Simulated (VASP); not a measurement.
A run of VASP 6.6.1 is set up as follows.

File INCAR:

```
SYSTEM = SiO2
  ALGO = Normal
  EDIFF = 1E-6
  ENCUT = 520
  GGA = CA
  ISIF = 2
  ISMEAR = 0
  LASPH = .True.
  LCHARG = .False.
  LREAL = .False.
  LWAVE = .False.
  NBANDS = 25
  NELM = 80
  PREC = Accurate
  SIGMA = 0.05
```

Contents of KPOINTS:

```
k-points
0
Gamma
  6 6 8
  0 0 0
```

File POSCAR:

```
SiO2
1.0
    4.1302000000      0.0000000000      0.0000000000
    0.0000000000      4.1302000000      0.0000000000
    0.0000000000      0.0000000000      2.7891000000
Si O
2 4
Direct
    0.5000000000      0.5000000000      0.5000000000
    0.0000000000      0.0000000000      0.0000000000
    0.6944252994      0.6944252994      0.0000000000
    0.1944252994      0.8055747006      0.5000000000
    0.3055747006      0.3055747006      0.0000000000
    0.8055747006      0.1944252994      0.5000000000
```

Potentials or basis: VASP PAW LDA potentials, release 64 (Si, O).

Command:

```sh
$ cat potpaw_LDA.64/Si/POTCAR potpaw_LDA.64/O/POTCAR > POTCAR
$ mpirun -np 1 vasp_std > vasp.out
```

Problem. What does it give for the largest force?

Solution. 0.140 eV/Å.

Problem. Predict the pressure.

Solution. -11.6 GPa.

Problem. Predict the band gap on the k mesh.

Solution. 4.99 eV.

Forces in eV/Å, atoms in the order of the input:
```
Si   0.000  0.000  0.000
Si   0.000  0.000  0.000
O    0.099  0.099  0.000
O    0.099 -0.099  0.000
O   -0.099 -0.099  0.000
O   -0.099  0.099  0.000
```

Caveat: the cell stands under tension. A k mesh can miss the band edges.
